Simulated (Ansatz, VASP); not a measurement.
**One calculation of Ta2N, two programs**

The input INCAR:

```
SYSTEM = Ta2N
  PREC = Accurate
  ENCUT = 520
  EDIFF = 1E-6
  ISMEAR = 0
  SIGMA = 0.05
  LREAL = .FALSE.
  LASPH = .TRUE.
  NELM = 80
  ALGO = Normal
  ISIF = 2
  LWAVE = .FALSE.
  LCHARG = .TRUE.
  GGA = PE
  LELF = .TRUE.
  LVHAR = .TRUE.
  NBANDS = 50
```

The input KPOINTS:

```
Automatic mesh
0
G
  6 6 6
  0 0 0
```

File POSCAR:

```
Ta2N
1.0
    5.2965720514      0.0000000000      0.0000000000
   -2.6482860257      4.5869659495      0.0000000000
    0.0000000000      0.0000000000      4.9391825701
Ta N
6 3
Direct
    0.6663616700      0.6663616700      0.7536182600
    0.0000000000      0.3336383300      0.7536182600
    0.3336383300      0.0000000000      0.7536182600
    0.3336383300      0.3336383300      0.2463817400
    0.0000000000      0.6663616700      0.2463817400
    0.6663616700      0.0000000000      0.2463817400
    0.6666666700      0.3333333300      0.5000000000
    0.3333333300      0.6666666700      0.5000000000
    0.0000000000      0.0000000000      0.0000000000
```

Input for Ansatz:

```yaml
crystal:
  lattice:
    - [5.2965720514, 0.0, 0.0]
    - [-2.6482860257, 4.5869659495, 0.0]
    - [0.0, 0.0, 4.9391825701]
  atoms:
    - { symbol: Ta, position: [0.66636167, 0.66636167, 0.75361826] }
    - { symbol: Ta, position: [0.0, 0.33363833, 0.75361826] }
    - { symbol: Ta, position: [0.33363833, 0.0, 0.75361826] }
    - { symbol: Ta, position: [0.33363833, 0.33363833, 0.24638174] }
    - { symbol: Ta, position: [0.0, 0.66636167, 0.24638174] }
    - { symbol: Ta, position: [0.66636167, 0.0, 0.24638174] }
    - { symbol: "N", position: [0.66666667, 0.33333333, 0.5] }
    - { symbol: "N", position: [0.33333333, 0.66666667, 0.5] }
    - { symbol: "N", position: [0.0, 0.0, 0.0] }
basis:
  ecutwfc: 420
  fft_grid_basis: typed
kpoints:
  mp_grid: { grid: [6, 6, 6] }
hamiltonian:
  xc: pbe
scf:
  occupations: { method: gaussian, width: 0.05 }
  n_extra_bands: 9
output:
  forces: true
  stress: false
  eigenvalues: true
  bader: false
  write_density: false
  volumetric_format: npy
  band_densities:
    - { e_range: [-0.25, 0.25] }
    - { e_range: [-1.2, 0.0] }
    - { e_range: [0.0, 1.2] }
    - { e_range: [-8.58, -5.71] }
    - { e_range: [-5.71, -2.85] }
    - { e_range: [-17.77, -15.73] }
  dos:
    e_range: [-30, 8]
    de: 0.02
    method: { smearing: { sigma: 0.03, scheme: gaussian } }
    projected: { site_lists: { "N": ["N"], Ta: [Ta] } }
checkpoint:
  read: start.run
  write: ck
  compress: false
  write_wavefunctions: false
  write_every: 100000
```

Alike in both runs: task single point; functional PBE; k mesh 6 × 6 × 6; occupations gaussian, width 0.05 eV; no spin polarisation.

```csv
,VASP,Ansatz
version,VASP 6.6.1,Ansatz 0.2.0
potentials or method,"VASP PAW PBE potentials, release 64 (Ta_pv, N), cutoff 520 eV","scalar-relativistic, plane waves, PAW"
valence electrons in the cell,81,93
```

```tsv
	VASP	Ansatz	Ansatz less VASP
gap on the k mesh at the Fermi level (eV)	none	none	-
rms of the force components (eV/Å)	0.034	0.041	+0.0070
```

Atom by atom the forces differ by 0.007 eV/Å (rms over components). A gap of «none» marks a metal or a gap that the smearing closes. With one functional, cell and mesh, what is left measures potentials, basis and numerics. VASP's potentials hold 81 valence electrons a cell and Ansatz's 93, so a difference there can come from the potentials and not from the codes.

Neither program's run includes spin-orbit coupling.
